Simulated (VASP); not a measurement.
Wanted: the native input for a VASP 6.6.1 run.

```yaml
Task: relaxation of shape and atoms at fixed volume
Functional: r2SCAN
Potentials_or_basis: VASP PAW PBE potentials, release 64 (Zr_sv, O)
Cutoff: 660 eV
k_mesh: 6 × 6 × 6
Occupations: gaussian, width 0.02 eV
Spin: no spin polarisation
Dipole_correction: no
Further_INCAR_settings: ALGO = Normal; EDIFF = 1e-07; IBRION = 2; EDIFFG = -0.01; NSW = 50; ISIF = 4
```

ZrO2:

```
Zr O
1.0
     3.47228    0.00000    0.00000
     0.00000    3.47228    0.00000
     0.00000    0.00000    4.94942
Zr O
2 4
Direct
  0.00000 0.00000 0.00000
  0.50000 0.50000 0.50000
  0.00000 0.50000 0.21901
  0.00000 0.50000 0.71901
  0.50000 0.00000 0.28099
  0.50000 0.00000 0.78099
```

These files were run (other wordings do the same):

POSCAR

```
ZrO2
1.0
    3.4722774879      0.0000000000      0.0000000000
    0.0000000000      3.4722774879      0.0000000000
    0.0000000000      0.0000000000      4.9494205633
Zr O
2 4
Direct
    0.0000000000      0.0000000000      0.0000000000
    0.5000000000      0.5000000000      0.5000000000
    0.0000000000      0.5000000000      0.2190137811
    0.0000000000      0.5000000000      0.7190137811
    0.5000000000      0.0000000000      0.2809862189
    0.5000000000      0.0000000000      0.7809862189
```

INCAR.step1

```
PREC = Accurate
ENCUT = 660
ISMEAR = 0
SIGMA = 0.02
LREAL = False
LASPH = True
NELM = 120
GGA = PE
ALGO = Normal
EDIFF = 1E-5
LWAVE = True
LCHARG = False
GGA_COMPAT = False
IBRION = 2
ISIF = 3
EDIFFG = -0.005
NELMIN = 4
NSW = 100
```

INCAR.step2

```
PREC = Accurate
ENCUT = 660
EDIFF = 1E-7
ISMEAR = 0
SIGMA = 0.02
LREAL = False
LASPH = True
NELM = 120
ALGO = Normal
ISIF = 4
LWAVE = False
LCHARG = False
METAGGA = R2SCAN
LMIXTAU = True
IBRION = 2
NSW = 50
EDIFFG = -0.01
ISTART = 1
GGA_COMPAT = False
NELMIN = 4
```

KPOINTS

```
regular mesh
0
Gamma
  6 6 6
```

Potentials or basis: VASP PAW PBE potentials, release 64 (Zr_sv, O).

The run is started by

```sh
$ cat potpaw_PBE.64/Zr_sv/POTCAR potpaw_PBE.64/O/POTCAR > POTCAR
$ cp INCAR.step1 INCAR
$ mpirun -np 1 vasp_std > vasp.out
$ cp INCAR.step2 INCAR
$ mpirun -np 1 vasp_std > vasp.out
```

It gave:

The energy gained by relaxing is 2.3 meV/atom. The ionic steps are 8. The pressure after relaxing is 32.9 GPa. The largest force after relaxing is 0.005 eV/Å and the band gap on the k mesh is 4.39 eV (least direct gap 4.49 eV).

Caveat: the PAW data sets were made with another functional, which shifts forces and pressure a little.

Run time: 27 min on 1 thread of Intel(R) Xeon(R) 6975P-C (Granite Rapids), with other jobs on the host, peak memory 0.24 GiB.
